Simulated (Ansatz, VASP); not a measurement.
**One calculation of KPt2C6N6, two programs**

```xyz
15
Lattice="0.0000 5.0945 5.0945 5.0945 0.0000 5.0945 5.0945 5.0945 0.0000" Properties=species:S:1:pos:R:3 pbc="T T T"
K     7.6418    7.6418    7.6418
Pt    0.0000    0.0000    0.0000
Pt    5.0945    5.0945    5.0945
C     1.9170    5.0945    5.0945
C     5.0945    5.0945    1.9170
C     5.0945    8.2720    5.0945
C     8.2720    5.0945    5.0945
C     5.0945    5.0945    8.2720
C     5.0945    1.9170    5.0945
N     3.0870    5.0945    5.0945
N     5.0945    5.0945    3.0870
N     5.0945    7.1020    5.0945
N     7.1020    5.0945    5.0945
N     5.0945    5.0945    7.1020
N     5.0945    3.0870    5.0945
```

Alike in both runs: task single point; functional PBE; k mesh 4 × 4 × 4; occupations gaussian, width 0.1 eV; no spin polarisation.

|  | VASP | Ansatz |
| --- | --- | --- |
| version | VASP 6.6.1 | Ansatz 0.2.0 |
| potentials or method | VASP PAW PBE potentials, release 64 (K_sv, Pt_sv_GW, C, N), cutoff 600 eV | scalar-relativistic, plane waves, PAW |
| valence electrons in the cell | 99 | 99 |

```tsv
	VASP	Ansatz	Ansatz less VASP
gap on the k mesh at the Fermi level (eV)	none	none	-
pressure (GPa)	18.7	18.6	-0.08
rms of the force components (eV/Å)	1.047	1.225	+0.1773
```

Atom by atom the forces differ by 0.179 eV/Å (rms over components). A gap of «none» marks a metal or a gap that the smearing closes.

Spin-orbit coupling is off throughout. Noted on VASP's run: the standard files for N, O and F lose accuracy on very short bonds.
